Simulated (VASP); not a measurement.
Crystal: CsTaS2.

```
Cs Ta S
1.0
     3.39787    0.00000    0.00000
    -1.69893    2.94264    0.00000
     0.00000    0.00000    7.96260
Cs Ta S
1 1 2
Direct
  0.33333 0.66667 0.50000
  0.66667 0.33333 0.00000
  0.00000 0.00000 0.19823
  0.00000 0.00000 0.80177
```

* Program: VASP 6.6.1
* Task: relaxation of cell and atoms
* Functional: PBE
* Potentials or basis: VASP PAW PBE potentials, release 64 (Cs_sv, Ta_sv_GW, S)
* Cutoff: 500 eV
* k mesh: 6 × 6 × 2
* Occupations: gaussian, width 0.1 eV
* Spin: no spin polarisation

At the start: pressure 9.1 GPa; volume 19.90 Å³/atom.

**Question.** Where does the relaxation end?

**Answer.** Over 7 steps the energy falls by 107.4 meV/atom and the volume is 22.51 Å³/atom (+13.1 %); space group P-6m2 (No. 187, to 0.1 Å) before and after.

The path:
```
step  energy change (eV)  largest force (eV/Å)  pressure (GPa)  volume (Å³)
   1              0.0000                1.3621            9.12        79.62
   2             -0.2802                1.2721           -4.91        93.39
   3             -0.3192                1.2820           -2.00        89.41
   4             -0.4194                0.0732            0.33        89.19
   5             -0.4194                0.0775            0.32        89.19
   6             -0.4282                0.0282            0.01        89.70
   7             -0.4298                0.0051           -0.19        90.05
```

Final structure:
```
Cs Ta S
1.0
     3.54309    0.00000    0.00000
    -1.77155    3.06841    0.00000
     0.00000    0.00000    8.28317
Cs Ta S
1 1 2
Direct
  0.33333 0.66667 0.50000
  0.66667 0.33333 0.00000
  0.00000 0.00000 0.18120
  0.00000 0.00000 0.81880
```
